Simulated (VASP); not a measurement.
Pd, 9 atoms in the cell. Symmetry: R-3m, No. 166, trigonal system. The conventional cell has a = 2.777 Å, b = 2.777 Å, c = 20.706 Å, α = 90.00°, β = 90.00°, γ = 120.00°. Within 3.7 Å of Pd (site symmetry -3m) lie 12 Pd at 2.78 to 2.80 Å. Within 3.7 Å of Pd (site symmetry 3m) lie 12 Pd at 2.78 to 2.81 Å. 

| Property | Result |
| --- | --- |
| Program | VASP 6.6.1 |
| Task | single point |
| Functional | PBE |
| Potentials or basis | VASP PAW PBE potentials, release 64 (Pd) |
| Cutoff | 520 eV |
| k mesh | 18 × 18 × 3 |
| Occupations | gaussian, width 0.1 eV |
| Spin | no spin polarisation |
| Dipole correction | no |
| Further INCAR settings | ALGO = Fast; EDIFF = 1e-06; NBANDS = 55 |

Potentials or basis: VASP PAW PBE potentials, release 64 (Pd).

Launch:

```sh
$ cat potpaw_PBE.64/Pd/POTCAR > POTCAR
$ mpirun -np 1 vasp_std > vasp.out
```

Hardware: 1 thread of Intel(R) Xeon(R) Platinum 8488C (Sapphire Rapids), on a shared host.

Task: Estimate the wall time of this run.

Result: Run time: 14 min on 1 thread of Intel(R) Xeon(R) Platinum 8488C (Sapphire Rapids) (shared host), peak memory 0.63 GiB. Counts: scf iterations 15, k points 101.
